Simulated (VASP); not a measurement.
ZrBeB, 3 atoms in the cell. The structure is hexagonal, space group P-6m2 (No. 187). Conventional cell: a = 3.463 Å, b = 3.463 Å, c = 3.520 Å, α = 90.00°, β = 90.00°, γ = 120.00°. Within 3.6 Å of Zr (site symmetry -6m2) lie 6 Be at 2.66 Å and 6 B at 2.66 Å and 8 Zr at 3.46 to 3.52 Å. Be (site symmetry -6m2) has 3 B at 2.00 Å and 6 Zr at 2.66 Å within 2.7 Å. B (site symmetry -6m2) has 3 Be at 2.00 Å and 6 Zr at 2.66 Å within 2.7 Å.  This cell differs from its parent crystal: equal strain along all axes, cell held: +2.0 %.

* Program: VASP 6.6.1
* Task: single point
* Functional: PBEsol
* Potentials or basis: VASP PAW PBE potentials, release 64 (Zr_sv, Be, B)
* Cutoff: 520 eV
* k mesh: 15 × 15 × 12
* Occupations: gaussian, width 0.1 eV
* Spin: no spin polarisation
* Dipole correction: no
* Further INCAR settings: ALGO = Normal; EDIFF = 1e-06; NBANDS = 16

Potentials or basis: VASP PAW PBE potentials, release 64 (Zr_sv, Be, B).

Run with:

```bash
$ cat potpaw_PBE.64/Zr_sv/POTCAR potpaw_PBE.64/Be/POTCAR potpaw_PBE.64/B/POTCAR > POTCAR
$ mpirun -np 1 vasp_std > vasp.out
```

Hardware: 1 thread of Intel(R) Xeon(R) Platinum 8488C (Sapphire Rapids), on a shared host.

**Question.** Estimate the wall time of this run.

**Answer.** Wall time 64 s on 1 thread of Intel(R) Xeon(R) Platinum 8488C (Sapphire Rapids) (shared host), peak memory 0.25 GiB. Counts: scf iterations 13, k points 189.
